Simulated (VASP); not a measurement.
Write the native input for VASP 6.6.1 that does the following.

| Quantity | Value |
| --- | --- |
| Task | relaxation of cell and atoms |
| Functional | PBE |
| Potentials or basis | VASP PAW PBE potentials, release 64 (C) |
| Cutoff | 600 eV |
| k mesh | 12 × 12 × 6 |
| Occupations | gaussian, width 0.02 eV |
| Spin | no spin polarisation |
| Dipole correction | no |
| Further INCAR settings | ALGO = Normal; EDIFF = 1e-07; IBRION = 2; EDIFFG = -0.01; NSW = 100; ISIF = 3 |

The structure of C lies in POSCAR:

```
C
1.0
    2.5114637647      0.0000000000      0.0000000000
   -1.2557318824      2.1749914209      0.0000000000
    0.0000000000      0.0000000000      4.1800402476
C
4
Direct
    0.3333333333      0.6666666667      0.0627248262
    0.6666666667      0.3333333333      0.5627248262
    0.6666666667      0.3333333333      0.9372751738
    0.3333333333      0.6666666667      0.4372751738
```

The cell was generated, and may not be a known phase.

The input as run:

INCAR

```
  PREC = Accurate
  ENCUT = 600
  EDIFF = 1E-7
  ISMEAR = 0
  SIGMA = 0.02
  LREAL = F
  LASPH = T
  NELM = 60
  ALGO = Normal
  ISIF = 3
  LWAVE = F
  LCHARG = F
  GGA = PE
  IBRION = 2
  NSW = 100
  EDIFFG = -0.01
```

KPOINTS

```
Automatic mesh
0
Gamma
  12 12 6
```

Potentials or basis: VASP PAW PBE potentials, release 64 (C).

Run with:

```bash
$ cat potpaw_PBE.64/C/POTCAR > POTCAR
$ mpirun -np 1 vasp_std > vasp.out
```

Results of the run:

```json
{
 "Pressure after relaxing": "0.1 GPa",
 "Largest force after relaxing": "0.006 eV/Å",
 "Band gap on the k mesh": "3.34 eV (least direct gap 4.96 eV)"
}
```

Caveat: the relaxation stopped at its first step, so nothing moved.

Run time: 23 s on 1 thread of Intel(R) Xeon(R) Platinum 8488C (Sapphire Rapids), on a shared host, peak memory 0.14 GiB.
